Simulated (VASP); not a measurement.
Set up this calculation in VASP 6.6.1, as the native input.

```
Task                   : single point
Functional             : PBE
Potentials or basis    : VASP PAW PBE potentials, release 64 (Mn_pv, O)
Cutoff                 : 520 eV
k mesh                 : 9 × 9 × 5
Occupations            : fermi-dirac, width 0.05 eV
Spin                   : collinear spin, ferromagnetic start
Starting moments       : [4.0, 4.0, 0.0, 0.0] μB
Dipole correction      : no
Further INCAR settings : ALGO = Normal; EDIFF = 1e-07; NBANDS = 31
```

The structure of MnO lies in POSCAR:

```
MnO
1.0
    3.3717000000      0.0000000000      0.0000000000
   -1.6858500000      2.9199778539      0.0000000000
    0.0000000000      0.0000000000      5.3855000000
Mn O
2 2
Direct
    0.6666666667      0.3333333333      0.5109600000
    0.3333333333      0.6666666667      0.0109600000
    0.6666666667      0.3333333333      0.8754700000
    0.3333333333      0.6666666667      0.3754700000
```

The input as run:

INCAR

```
PREC = Accurate ; ENCUT = 520
EDIFF = 1E-7 ; ISMEAR = -1
SIGMA = 0.05 ; LREAL = False
LASPH = True ; NELM = 150
ALGO = Normal ; ISIF = 2
LWAVE = False ; LCHARG = True
ISPIN = 2 ; MAGMOM = 4 4 0 0
LORBIT = 11 ; LMAXMIX = 4
GGA = PE ; LELF = True
LVHAR = True ; NBANDS = 31
```

KPOINTS

```
Automatic mesh
0
Gamma
  9 9 5
```

Potentials or basis: VASP PAW PBE potentials, release 64 (Mn_pv, O).

Launch:

```bash
$ cat potpaw_PBE.64/Mn_pv/POTCAR potpaw_PBE.64/O/POTCAR > POTCAR
$ mpirun -np 1 vasp_std > vasp.out
```

Results of the run:

| Quantity | Value |
| --- | --- |
| Pressure | 6.5 GPa |
| Largest force | 0.663 eV/Å |
| Band gap on the k mesh | zero (filled and empty bands overlap) |
| Net moment | 9.99 μB per cell |
| Site moments | Mn +4.41; O +0.20 μB |
| Valence electrons inside the program's atomic spheres | Mn 11.43; O 5.02 |

Caveat: the stress differs along the axes, from 4 to 12 GPa; semilocal functionals often make such compounds metallic where correlation or magnetic order opens a gap, which also shifts bond lengths; the run started ferromagnetic, and an antiferromagnetic order may lie lower in energy.

It took 2.6 min on 1 thread of AMD EPYC 9R14 (Zen 4), with other jobs on the host, peak memory 0.21 GiB.
